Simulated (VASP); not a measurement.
Crystal: HgTe.

```
CELL_PARAMETERS angstrom
0.00000 2.92150 2.92150
2.92150 0.00000 2.92150
2.92150 2.92150 0.00000
ATOMIC_POSITIONS crystal
Hg 0.00000 0.00000 0.00000
Te 0.50000 0.50000 0.50000
```

Base run:

```yaml
Program: VASP 6.6.1
Functional: r2SCAN
Potentials_or_basis: VASP PAW PBE potentials, release 64 (Hg, Te)
Cutoff: 520 eV
k_mesh: 10 × 10 × 10
Occupations: fermi-dirac, width 0.08 eV
Spin: no spin polarisation
```

Its results: band gap on the k mesh zero (band 9 reaches 6.19 eV, above the bottom of band 10 at 2.89 eV); pressure 9.5 GPa.

Task: After a change of settings the same cell gave: band gap on the k mesh zero (band 9 reaches 6.22 eV, above the bottom of band 10 at 2.95 eV); pressure 6.3 GPa. Which change was it?
A. functional from r2SCAN to PBE; further incar settings from ALGO = Normal; EDIFF = 1e-08; NBANDS = 16 to ALGO = Normal; EDIFF = 1e-07; NBANDS = 16
B. functional from r2SCAN to LDA; potentials or basis from VASP PAW PBE potentials, release 64 (Hg, Te) to VASP PAW LDA potentials, release 64 (Hg, Te)
C. functional from r2SCAN to PBEsol

Result: C.

Caveats: the PAW data sets were made with another functional, which shifts forces and pressure a little; spin-orbit coupling is left out, which moves the levels of the heavy elements.
